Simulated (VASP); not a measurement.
Write the native input for VASP 6.6.1 that does the following.

| Property | Result |
| --- | --- |
| Task | single point |
| Functional | PBE |
| Potentials or basis | VASP PAW PBE potentials, release 64 (Si, C) |
| Cutoff | 520 eV |
| k mesh | 8 × 8 × 5 |
| Occupations | gaussian, width 0.02 eV |
| Spin | no spin polarisation |
| Further INCAR settings | ALGO = Normal; EDIFF = 1e-07 |

The structure of SiC lies in POSCAR:

```
SiC
1.0
    3.0760000000      0.0000000000      0.0000000000
   -1.5380000000      2.6638941420      0.0000000000
    0.0000000000      0.0000000000      5.0480000000
Si C
2 2
Direct
    0.6602650000      0.3315450000      0.4987880000
    0.3293740000      0.6624680000     -0.0053180000
    0.6662340000      0.3402540000      0.8850980000
    0.3350740000      0.6623020000      0.3860240000
```

This cell differs from its parent crystal: atoms moved at random.

These files were run (other wordings do the same):

INCAR

```
  PREC = Accurate
  ENCUT = 520
  EDIFF = 1E-7
  ISMEAR = 0
  SIGMA = 0.02
  LREAL = False
  LASPH = True
  ALGO = Normal
  NELM = 100
  ISIF = 2
  LWAVE = False
  LCHARG = False
```

KPOINTS

```
k-points
0
Gamma
  8 8 5
```

Potentials or basis: VASP PAW PBE potentials, release 64 (Si, C).

Run with:

```sh
$ cat potpaw_PBE.64/Si/POTCAR potpaw_PBE.64/C/POTCAR > POTCAR
$ mpirun -np 1 vasp_std > vasp.out
```

Results of the run:

- Pressure: 4.0 GPa
- Largest force: 1.461 eV/Å
- Band gap on the k mesh: 2.44 eV (least direct gap 4.07 eV)

Caveat: the cell differs from its parent crystal (atoms moved at random); the cell stands under pressure; an odd mesh through Γ misses points on the zone boundary, where band edges can lie.

It took 22 s on 1 thread of Intel(R) Xeon(R) 6975P-C (Granite Rapids) (shared host), peak memory 0.2 GiB.
